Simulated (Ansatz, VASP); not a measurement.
Two plane-wave programs on Cu

The input INCAR:

```
  ALGO = Normal
  DIPOL = 0.5 0.5 0.500
  EDIFF = 1E-6
  ENCUT = 520
  GGA = PE
  IDIPOL = 3
  ISIF = 2
  ISMEAR = -1
  LASPH = True
  LCHARG = False
  LDIPOL = True
  LREAL = False
  LWAVE = False
  NBANDS = 48
  NELM = 60
  PREC = Accurate
  SIGMA = 0.05
```

File KPOINTS:

```
k-points
0
Gamma
  10 10 1
```

Contents of POSCAR:

```
Cu
1.0
    2.5561910140      0.0000000000      0.0000000000
    0.0000000000      2.5561910140      0.0000000000
    0.0000000000      0.0000000000     25.8450000000
Cu
7
Direct
    0.5000000000      0.5000000000      0.2901915264
    0.0000000000      0.0000000000      0.3601276843
    0.5000000000      0.5000000000      0.4300638421
    0.0000000000      0.0000000000      0.5000000000
    0.5000000000      0.5000000000      0.5699361579
    0.0000000000      0.0000000000      0.6398723157
    0.5000000000      0.5000000000      0.7098084736
```

input.yaml

```yaml
crystal:
  lattice:
    - [2.556191014, 0.0, 0.0]
    - [0.0, 2.556191014, 0.0]
    - [0.0, 0.0, 25.845]
  atoms:
    - { symbol: Cu, position: [0.5, 0.5, 0.2901915264] }
    - { symbol: Cu, position: [0.0, 0.0, 0.3601276843] }
    - { symbol: Cu, position: [0.5, 0.5, 0.4300638421] }
    - { symbol: Cu, position: [0.0, 0.0, 0.5] }
    - { symbol: Cu, position: [0.5, 0.5, 0.5699361579] }
    - { symbol: Cu, position: [0.0, 0.0, 0.6398723157] }
    - { symbol: Cu, position: [0.5, 0.5, 0.7098084736] }
  periodic: [true, true, false]
hamiltonian:
  xc: pbe
  pseudopotentials: { kind: paw }
kpoints:
  mp_grid: { grid: [10, 10, 1] }
scf:
  occupations: { method: fermi_dirac, width: 0.05 }
output:
  forces: true
  eigenvalues: true
  write_density: true
  write_potential: true
  elf: true
  volumetric_format: npy
```

Alike in both runs: functional PBE; k mesh 10 × 10 × 1; occupations fermi-dirac, width 0.05 eV; no spin polarisation.

```csv
,VASP,Ansatz
version,VASP 6.6.1,Ansatz 0.2.0
potentials or method,"VASP PAW PBE potentials, release 64 (Cu)",Ansatz PAW
plane-wave cutoff (eV),520,420
valence electrons in the cell,77,133
task,single point,electrostatic potential
```

|  | VASP | Ansatz | Ansatz less VASP |
| --- | --- | --- | --- |
| gap on the k mesh at the Fermi level (eV) | none | none | - |
| rms of the force components (eV/Å) | 0.073 | 0.078 | +0.0047 |

Atom by atom the forces differ by 0.008 eV/Å (rms over components). A gap of «none» marks a metal or a gap that the smearing closes. VASP's potentials hold 77 valence electrons a cell and Ansatz's 133, so a difference there can come from the potentials and not from the codes.
